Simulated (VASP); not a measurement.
GdO, 2 atoms in the cell. Symmetry: F-43m, No. 216, cubic system. The conventional cell has a = 5.392 Å, b = 5.392 Å, c = 5.392 Å, α = 90.00°, β = 90.00°, γ = 90.00°. Gd (site symmetry -43m) has 4 O at 2.33 Å within 3.1 Å. Within 3.1 Å of O (site symmetry -43m) lie 4 Gd at 2.33 Å. 

| Quantity | Value |
| --- | --- |
| Program | VASP 6.6.1 |
| Task | electric field gradients |
| Functional | r2SCAN |
| Potentials or basis | VASP PAW PBE potentials, release 64 (Gd, O) |
| Cutoff | 520 eV |
| k mesh | 13 × 13 × 13 |
| Occupations | fermi-dirac, width 0.08 eV |
| Spin | collinear spin, ferromagnetic start |
| Starting moments | [7.0, 0.0] μB |
| Dipole correction | no |
| Further INCAR settings | ALGO = Normal; EDIFF = 1e-08; NBANDS = 23 |

Potentials or basis: VASP PAW PBE potentials, release 64 (Gd, O).

The run is started by

```sh
$ cat potpaw_PBE.64/Gd/POTCAR potpaw_PBE.64/O/POTCAR > POTCAR
$ cp INCAR.step1 INCAR
$ mpirun -np 1 vasp_std > vasp.out
$ cp INCAR.step2 INCAR
$ mpirun -np 1 vasp_std > vasp.out
```

Hardware: 1 thread of Intel(R) Xeon(R) Platinum 8259CL CPU @ 2.50GHz (Skylake/Cascade Lake) (shared host).

Task: Estimate the wall time of this run.

Result: Wall time 15 min on 1 thread of Intel(R) Xeon(R) Platinum 8259CL CPU @ 2.50GHz (Skylake/Cascade Lake), with other jobs on the host, peak memory 0.29 GiB. Counts: k points 84.
